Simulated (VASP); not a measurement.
Here is a VASP 6.6.1 calculation.

The input INCAR:

```
SYSTEM = MoS2
  PREC = Accurate
  ENCUT = 520
  EDIFF = 1E-7
  ISMEAR = 0
  SIGMA = 0.02
  LREAL = .False.
  LASPH = .True.
  NELM = 60
  ALGO = Normal
  ISIF = 2
  LWAVE = .False.
  LCHARG = .False.
  GGA = PE
  NBANDS = 35
```

Contents of KPOINTS:

```
regular mesh
0
Gamma
  12 12 2
  0 0 0
```

File POSCAR:

```
MoS2
1.0
    3.1758314181      0.0000000000      0.0000000000
   -1.5879157091      2.7503506863      0.0000000000
    0.0000000000      0.0000000000     12.9907089993
Mo S
2 4
Direct
    0.6666666667      0.3333333333      0.2500000000
    0.3333333333      0.6666666667      0.7500000000
    0.6666666667      0.3333333333      0.6296379981
    0.3333333333      0.6666666667      0.3703620019
    0.6666666667      0.3333333333      0.8703620019
    0.3333333333      0.6666666667      0.1296379981
```

Potentials or basis: VASP PAW PBE potentials, release 64 (Mo_sv, S).

The run is started by

```console
$ cat potpaw_PBE.64/Mo_sv/POTCAR potpaw_PBE.64/S/POTCAR > POTCAR
$ mpirun -np 1 vasp_std > vasp.out
```

Problem. Estimate the pressure.

Solution. 0.9 GPa.

Problem. Predict the largest force.

Solution. 0.014 eV/Å.

Problem. Predict the band gap on the k mesh.

Solution. 1.16 eV, indirect (least direct gap 1.66 eV).

Forces on the atoms (eV/Å):
```
Mo   0.000  0.000  0.000
Mo   0.000  0.000  0.000
S    0.000  0.000  0.014
S    0.000  0.000 -0.014
S    0.000  0.000 -0.014
S    0.000  0.000  0.014
```

Caveat: this functional lacks dispersion, which binds the layers, so the pressure and a relaxed spacing across them are unreliable. A k mesh can miss the band edges.
